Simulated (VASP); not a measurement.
Write the native input for VASP 6.6.1 that does the following.

```
Task                   : single point
Functional             : PBEsol
Potentials or basis    : VASP PAW PBE potentials, release 64 (Ta_pv, N)
Cutoff                 : 600 eV
k mesh                 : 6 × 6 × 9
Occupations            : fermi-dirac, width 0.01 eV
Spin                   : no spin polarisation
Dipole correction      : no
Further INCAR settings : ALGO = Normal; EDIFF = 1e-06; NBANDS = 33
```

The structure of TaN lies in POSCAR:

```
TaN
1.0
    5.2643771406      0.0000000000      0.0000000000
   -2.6321885702      4.5590843388      0.0000000000
    0.0000000000      0.0000000000      2.9493070245
Ta N
3 3
Direct
    0.3333333333      0.6666666667      0.5000000000
    0.6666666667      0.3333333333      0.5000000000
    0.0000000000      0.0000000000      0.0000000000
    0.3928500000      0.0000000000      0.0000000000
    0.6071500000      0.6071500000      0.0000000000
    0.0000000000      0.3928500000      0.0000000000
```

These files were run (other wordings do the same):

INCAR

```
PREC = Accurate ; ENCUT = 600
EDIFF = 1E-6 ; ISMEAR = -1
SIGMA = 0.01 ; LREAL = False
LASPH = True ; NELM = 120
ALGO = Normal ; ISIF = 2
LWAVE = False ; LCHARG = False
GGA = PS ; NBANDS = 33
GGA_COMPAT = False
```

KPOINTS

```
regular mesh
0
Gamma
  6 6 9
```

Potentials or basis: VASP PAW PBE potentials, release 64 (Ta_pv, N).

Run with:

```console
$ cat potpaw_PBE.64/Ta_pv/POTCAR potpaw_PBE.64/N/POTCAR > POTCAR
$ mpirun -np 1 vasp_std > vasp.out
```

It gave:

| Item | Value |
| --- | --- |
| Pressure | -14.7 GPa |
| Largest force | 0.137 eV/Å |
| Band gap on the k mesh | zero (bands 24 and 25 overlap by 2.98 eV) |

Caveat: the cell stands under tension; the PAW data sets were made with another functional, which shifts forces and pressure a little; spin-orbit coupling is left out, which moves the levels of the heavy elements.

Wall time 82 s on 1 thread of Oxide Virtual Turin-like Processor, on a shared host, peak memory 0.2 GiB.
